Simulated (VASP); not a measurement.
# Si (Im-3m) in VASP: notebook

The runs below take Si through single point, with r2SCAN.

Program: VASP 6.6.1. These are calculated values, not measurements. Logs are shortened: lines on timing, memory, paths and dates and some standing lists are left out, and cuts for length are marked.

## 1. The cell of the first run

The structure is cubic, space group Im-3m (No. 229). Conventional cell: a = 2.851 Å, b = 2.851 Å, c = 2.851 Å, α = 90.00°, β = 90.00°, γ = 90.00°. Within 3.3 Å of Si (site symmetry m-3m) lie 14 Si at 2.47 to 2.85 Å.

This isn't the form of Si at room conditions, which is diamond.

## 2. Single point, r2SCAN

File POSCAR:

```
Si
1.0
   -1.4256926187      1.4256926187      1.4256926187
    1.4256926187     -1.4256926187      1.4256926187
    1.4256926187      1.4256926187     -1.4256926187
Si
1
Direct
    0.0000000000      0.0000000000      0.0000000000
```

File INCAR.step1:

```
  PREC = Accurate
  ENCUT = 550
  ISMEAR = 1
  SIGMA = 0.05
  LREAL = False
  LASPH = True
  NELM = 120
  NBANDS = 8
  GGA = PE
  ALGO = Normal
  EDIFF = 1E-5
  LWAVE = True
  LCHARG = False
  GGA_COMPAT = False
```

File INCAR.step2:

```
  PREC = Accurate
  ENCUT = 550
  EDIFF = 1E-6
  ISMEAR = 1
  SIGMA = 0.05
  LREAL = False
  LASPH = True
  NELM = 120
  ALGO = Normal
  ISIF = 2
  LWAVE = False
  LCHARG = False
  METAGGA = R2SCAN
  LMIXTAU = True
  NBANDS = 8
  ISTART = 1
  GGA_COMPAT = False
```

File KPOINTS:

```
Automatic mesh
0
Gamma
  10 10 10
```

Potentials or basis: VASP PAW PBE potentials, release 64 (Si).

On the command line:

```bash
$ cat potpaw_PBE.64/Si/POTCAR > POTCAR
$ cp INCAR.step1 INCAR
$ mpirun -np 1 vasp_std > vasp.out
$ cp INCAR.step2 INCAR
$ mpirun -np 1 vasp_std > vasp.out
```

OUTCAR:

```text
PREC = Accurate
   ENCUT = 550
   EDIFF = 1E-6
   ISMEAR = 1
   LREAL = False
   LASPH = True
   NELM = 120
   ISIF = 2
   METAGGA = R2SCAN
   ISTART = 1

 ion  position               nearest neighbor table
   1  0.000  0.000  0.000-

  LATTYP: Found a body centered cubic cell.
 ALAT       =     2.8513852374

  Lattice vectors:

 A1 = (  -1.4256926187,   1.4256926187,   1.4256926187)
 A2 = (   1.4256926187,  -1.4256926187,   1.4256926187)
 A3 = (   1.4256926187,   1.4256926187,  -1.4256926187)

Analysis of symmetry for initial positions (statically):
=====================================================================
 Subroutine PRICEL returns:
 Original cell was already a primitive cell.

 Routine SETGRP: Setting up the symmetry group for a
 body centered cubic supercell.

 Subroutine GETGRP returns: Found 48 space group operations
 (whereof 48 operations were pure point group operations)
 out of a pool of 48 trial point group operations.

The static configuration has the point symmetry O_h .

Analysis of symmetry for dynamics (positions and initial velocities):
=====================================================================
 Subroutine PRICEL returns:
 Original cell was already a primitive cell.

 Routine SETGRP: Setting up the symmetry group for a
 body centered cubic supercell.

 Subroutine GETGRP returns: Found 48 space group operations
 (whereof 48 operations were pure point group operations)
 out of a pool of 48 trial point group operations.

The dynamic configuration has the point symmetry O_h .

 Subroutine INISYM returns: Found 48 space group operations
 (whereof 48 operations are pure point group operations),
 and found     1 'primitive' translations

----------------------------------------------------------------------------------------

                                     Primitive cell

  volume of cell :      11.5914

  direct lattice vectors                    reciprocal lattice vectors
    -1.425692619  1.425692619  1.425692619     0.000000000  0.350706733  0.350706733
     1.425692619 -1.425692619  1.425692619     0.350706733  0.000000000  0.350706733
     1.425692619  1.425692619 -1.425692619     0.350706733  0.350706733  0.000000000

  length of vectors
     2.469372052  2.469372052  2.469372052     0.495974218  0.495974218  0.495974218

  position of ions in fractional coordinates (direct lattice)
     0.000000000  0.000000000  0.000000000

  ion indices of the primitive-cell ions
   primitive index   ion index
                 1           1

----------------------------------------------------------------------------------------

 KPOINTS: Automatic mesh

Automatic generation of k-mesh.
 Grid dimensions read from file:
 generate k-points for:   10   10   10

 Generating k-lattice:

  Cartesian coordinates                     Fractional coordinates (reciprocal lattice)
     0.000000000  0.035070673  0.035070673     0.100000000  0.000000000  0.000000000
     0.035070673  0.000000000  0.035070673     0.000000000  0.100000000  0.000000000
     0.035070673  0.035070673  0.000000000     0.000000000  0.000000000  0.100000000

  Length of vectors
     0.049597422  0.049597422  0.049597422

  Shift w.r.t. Gamma in fractional coordinates (k-lattice)
     0.000000000  0.000000000  0.000000000

 Subroutine IBZKPT returns following result:
 ===========================================

 Found     47 irreducible k-points:

 Following reciprocal coordinates:
            Coordinates               Weight
  0.000000  0.000000  0.000000      1.000000
  0.100000  0.000000  0.000000     12.000000
  0.200000  0.000000  0.000000     12.000000
  0.300000  0.000000  0.000000     12.000000
  0.400000  0.000000  0.000000     12.000000
  0.500000  0.000000  0.000000      6.000000
[... 16 lines left out ...]
  0.300000  0.300000  0.100000      8.000000
 -0.300000  0.300000  0.100000     24.000000
 [... further k-points ...]
   k-points           NKPTS =     47   k-points in BZ     NKDIM =     47   number of bands    NBANDS=      8
   number of dos      NEDOS =    301   number of ions     NIONS =      1
   total plane-waves  NPLWV =   8000
   dimension x,y,z NGX =    20 NGY =   20 NGZ =   20
   dimension x,y,z NGXF=    40 NGYF=   40 NGZF=   40
   ions per type =               1
   NGX,Y,Z   is equivalent  to a cutoff of  13.46, 13.46, 13.46 a.u.
   NGXF,Y,Z  is equivalent  to a cutoff of  26.93, 26.93, 26.93 a.u.
 SYSTEM =  unknown system
   PREC   = accura    normal or accurate (medium, high low for compatibility)
   ISTART =      1    job   : 0-new  1-cont  2-samecut
   ICHARG =      0    charge: 1-file 2-atom 10-const
   ISPIN  =      1    spin polarized calculation?
   LNONCOLLINEAR =      F non collinear calculations
   LSORBIT =      F    spin-orbit coupling
   LASPH  =      T    aspherical Exc in radial PAW
   ENCUT  =  550.0 eV  40.42 Ry    6.36 a.u.   4.72  4.72  4.72*2*pi/ulx,y,z
   NELM   =    120;   NELMIN=  2; NELMDL=  0     # of ELM steps
   EDIFF  = 0.1E-05   stopping-criterion for ELM
   LREAL  =      F    real-space projection
   EDIFFG = 0.1E-04   stopping-criterion for IOM
   NSW    =      0    number of steps for IOM
   IBRION =     -1    ionic relax: 0-MD 1-quasi-New 2-CG
   NFREE  =      0    steps in history (QN), initial steepest desc. (CG)
   ISIF   =      2    stress and relaxation
   ISYM   =      2    0-nonsym 1-usesym 2-fastsym
   POTIM  = 0.5000    time-step for ionic-motion
   TEBEG  =    0.0;   TEEND  =   0.0 temperature during run
   PSTRESS=    0.0 pullay stress
   NELECT =       4.0000    total number of electrons
   NUPDOWN=      -1.0000    fix difference up-down
   EMIN   =  10.00;   EMAX   =-10.00  energy-range for DOS
   EFERMI =   0.00;   METHOD = LEGACY
   ISMEAR =     1;   SIGMA  =   0.05  broadening in eV -4-tet -1-fermi 0-gaus
   EFERMI_NEDOS =   21; number of points for ismear=-14 and -15
   IALGO  =     38    algorithm
   IMIX   =      4    mixing-type and parameters
     AMIX     =   0.40;   BMIX     =  1.00
     AMIX_MAG =   1.60;   BMIX_MAG =  1.00
  volume/ion in A,a.u.               =      11.59        78.22
  Fermi-wavevector in a.u.,A,eV,Ry     =   1.148283  2.169940 17.940014  1.318554
  Thomas-Fermi vector in A             =   2.284959
   LORBIT       =      0    0 simple, 1 ext, 2 COOP (PROOUT), +10 PAW based schemes
   METAGGA = R2SCAN    functional components
   LHFCALC =     F    Hartree Fock is set to
   AEXX    =    0.0000 exact exchange contribution
   IVDW    =     0    specifies the selected vdW correction
   LEPSILON=     F    determine dielectric tensor
   LRPA    =     F    only Hartree local field effects (RPA)
 non-spin polarized calculation
 Methfessel and Paxton  Order N= 1 SIGMA  =   0.05
  energy-cutoff  :      550.00
  volume of cell :       11.59
 maximum number of plane-waves:       370
   NGX =  9   NGY =  9   NGZ =  9

 number of electron       4.0000000 magnetization

 Free energy of the ion-electron system (eV)
  ---------------------------------------------------
  ext. energy  EPLUGINS =         0.00000000
  ---------------------------------------------------
  free energy    TOTEN  =        -7.82756271 eV

  energy without entropy =       -7.82692304  energy(sigma->0) =       -7.82734949

 E-fermi :  13.2758     XC(G=0): -12.9802

 val. band max:       13.2739144127   @ k =   0.2000   0.2000   0.1000
 cond. band min:      13.2773850853   @ k =   0.4000   0.2000   0.0000
 fundamental gap:      0.0034706726
 Fermi energy:        13.2758403122

 k-point     1 :       0.0000    0.0000    0.0000
  band No.  band energies     occupation
      1      -4.2666      2.00000
      2      27.7298      0.00000
      3      27.7298      0.00000
      4      27.7298      0.00000
      5      29.1894      0.00000
      6      29.1894      0.00000
      7      29.1894      0.00000
      8      32.1950      0.00000

 k-point     2 :       0.1000    0.0000    0.0000
  band No.  band energies     occupation
      1      -3.8875      2.00000
      2      24.0297      0.00000
      3      25.6180      0.00000
      4      26.5240      0.00000
      5      28.1861      0.00000
      6      29.9831      0.00000
      7      30.9990      0.00000
      8      31.9203      0.00000

 k-point     3 :       0.2000    0.0000    0.0000
  band No.  band energies     occupation
      1      -2.7547      2.00000
      2      18.6968      0.00000
      3      23.5286      0.00000
      4      24.4927      0.00000
      5      26.3881      0.00000
      6      28.2386      0.00000
      7      32.7227      0.00000
      8      32.9392      0.00000

 k-point     4 :       0.3000    0.0000    0.0000
  band No.  band energies     occupation
      1      -0.8813      2.00000
      2      13.5832     -0.00000
      3      22.0293      0.00000
      4      22.8109      0.00000
      5      24.8847      0.00000
      6      26.8713      0.00000
      7      34.3298      0.00000
      8      34.8418      0.00000

 k-point     5 :       0.4000    0.0000    0.0000
  band No.  band energies     occupation
      1       1.7088      2.00000
      2       9.0074      2.00000
      3      21.1319      0.00000
      4      21.7548      0.00000
      5      23.9422      0.00000
      6      25.9852      0.00000
      7      36.1725      0.00000
      8      37.3256      0.00000
[... 177 lines left out ...]
 k-point    22 :      -0.2000    0.2000    0.1000
  band No.  band energies     occupation
      1      -2.3785      2.00000
      2      18.9153      0.00000
      3      21.0119      0.00000
      4      24.4619      0.00000
      5      26.3165      0.00000
      6      27.5599      0.00000
      7      31.5510      0.00000
      8      34.6918      0.00000

 k-point    23 :       0.3000    0.3000    0.1000
  band No.  band energies     occupation
      1       7.8638      2.00000
      2       7.8638      2.00000
      3       9.1248      2.00000
      4      15.4929      0.00000
      5      34.9363      0.00000
      6      35.5560      0.00000
      7      35.5560      0.00000
      8      41.1658      0.00000

 k-point    24 :      -0.3000    0.3000    0.1000
  band No.  band energies     occupation
      1      -0.5086      2.00000
      2      13.9052     -0.00000
      3      19.3812      0.00000
      4      22.8184      0.00000
      5      26.1115      0.00000
      6      27.2671      0.00000
      7      30.9587      0.00000
      8      38.0089      0.00000

 [... further k-points ...]

------------------------ aborting loop because EDIFF is reached ----------------------------------------

  FORCE on cell =-STRESS in cart. coord.  units (eV):
  Direction    XX          YY          ZZ          XY          YZ          ZX
  --------------------------------------------------------------------------------------
  -------------------------------------------------------------------------------------
  Total        2.1733646      2.1733646      2.1733646      0.0000000      0.0000000      0.0000000
  in kB      300.4038351    300.4038351    300.4038351      0.0000000      0.0000000      0.0000000
  external PRESSURE =     300.4038351 kB  Pullay stress =       0.0000000 kB

 VOLUME and BASIS-vectors are now :
 -----------------------------------------------------------------------------
  energy-cutoff  :      550.00
  volume of cell :       11.59
      direct lattice vectors                 reciprocal lattice vectors
    -1.425692619  1.425692619  1.425692619     0.000000000  0.350706733  0.350706733
     1.425692619 -1.425692619  1.425692619     0.350706733  0.000000000  0.350706733
     1.425692619  1.425692619 -1.425692619     0.350706733  0.350706733  0.000000000

 POSITION                                       TOTAL-FORCE (eV/Angst)
 -----------------------------------------------------------------------------------
      0.00000      0.00000      0.00000         0.000000      0.000000      0.000000
 -----------------------------------------------------------------------------------
    total drift:                                0.000000      0.000000      0.000000

  FREE ENERGIE OF THE ION-ELECTRON SYSTEM (eV)
  ---------------------------------------------------
  free  energy   TOTEN  =        -7.8275627094 eV

  energy  without entropy=       -7.8269230420  energy(sigma->0) =       -7.82734949
```

Run time: 14 s. Hardware: 1 thread of Intel Xeon Platinum 8259CL at 2.50GHz (Skylake/Cascade Lake), shared host; peak memory 0.12 GiB.

Results:

| Property | Result |
| --- | --- |
| Free energy | -7.8276 eV |
| Pressure | 30.0 GPa |
| Band gap on the k mesh | zero (bands 2 and 3 overlap by 18.61 eV) |

Levels at points of the mesh, in eV from the Fermi level:
| k point | band 1 | band 2 | band 3 | band 4 | band 5 | band 6 |
| --- | --- | --- | --- | --- | --- | --- |
| (0.00, 0.00, 0.00) | -17.54 | 14.45 | 14.45 | 14.45 | 15.91 | 15.91 |
| (0.50, 0.00, 0.00) | -8.62 | -7.88 | 7.56 | 8.12 | 10.35 | 12.40 |
| (0.50, 0.50, 0.50) | -0.58 | -0.58 | -0.58 | 1.38 | 1.38 | 4.60 |

Caveat: the cell stands under pressure; the PAW data sets were made with another functional, which shifts forces and pressure a little.

## 3. Single point, r2SCAN

This run uses another cell than the first one, of 12.20 Å³/atom.

File POSCAR:

```
Si
1.0
   -1.4500293835      1.4500293835      1.4500293835
    1.4500293835     -1.4500293835      1.4500293835
    1.4500293835      1.4500293835     -1.4500293835
Si
1
Direct
    0.0000000000      0.0000000000      0.0000000000
```

File INCAR.step1:

```
ALGO     = Normal         # electronic algorithm
EDIFF    = 1E-5           # SCF threshold, eV
ENCUT    = 550            # plane-wave cutoff, eV
GGA      = PE             # functional
GGA_COMPAT= F            
ISMEAR   = 1              # smearing method
LASPH    = T              # aspherical terms in the spheres
LCHARG   = F              # write CHGCAR
LREAL    = F              # projectors in reciprocal space
LWAVE    = T              # write WAVECAR
NBANDS   = 8              # bands
NELM     = 120            # most SCF steps
PREC     = Accurate       # precision mode
SIGMA    = 0.05           # smearing width, eV
```

File INCAR.step2:

```
ALGO     = Normal         # electronic algorithm
EDIFF    = 1E-6           # SCF threshold, eV
ENCUT    = 550            # plane-wave cutoff, eV
GGA_COMPAT= F            
ISIF     = 2              # what is computed and relaxed
ISMEAR   = 1              # smearing method
ISTART   = 1            
LASPH    = T              # aspherical terms in the spheres
LCHARG   = T              # write CHGCAR
LELF     = T              # ELF
LMIXTAU  = T            
LREAL    = F              # projectors in reciprocal space
LVHAR    = T            
LWAVE    = F              # write WAVECAR
METAGGA  = R2SCAN         # meta-GGA
NBANDS   = 8              # bands
NELM     = 120            # most SCF steps
PREC     = Accurate       # precision mode
SIGMA    = 0.05           # smearing width, eV
```

File KPOINTS:

```
k-points
0
Gamma
  10 10 10
```

Potentials or basis: VASP PAW PBE potentials, release 64 (Si).

On the command line:

```bash
$ cat potpaw_PBE.64/Si/POTCAR > POTCAR
$ cp INCAR.step1 INCAR
$ mpirun -np 1 vasp_std > vasp.out
$ cp INCAR.step2 INCAR
$ mpirun -np 1 vasp_std > vasp.out
```

Wall time 14 s (1 thread of Intel Xeon Platinum 8259CL at 2.50GHz (Skylake/Cascade Lake), shared host); peak memory 0.12 GiB.

It converged, with:

```yaml
Free_energy: -7.9205 eV
Pressure: 20.0 GPa
Band_gap_on_the_k_mesh: zero (bands 2 and 3 overlap by 18.40 eV)
```

Levels at points of the mesh, in eV from the Fermi level:
```tsv
k point	band 1	band 2	band 3	band 4	band 5	band 6	band 7
(0.00, 0.00, 0.00)	-16.96	14.23	14.23	14.23	15.08	15.08	15.08
(0.50, 0.00, 0.00)	-8.22	-7.69	7.20	8.14	10.01	12.00	23.62
(0.50, 0.50, 0.50)	-0.54	-0.54	-0.54	1.65	1.65	3.91	28.99
```

Caveat: the cell stands under pressure; the PAW data sets were made with another functional, which shifts forces and pressure a little.
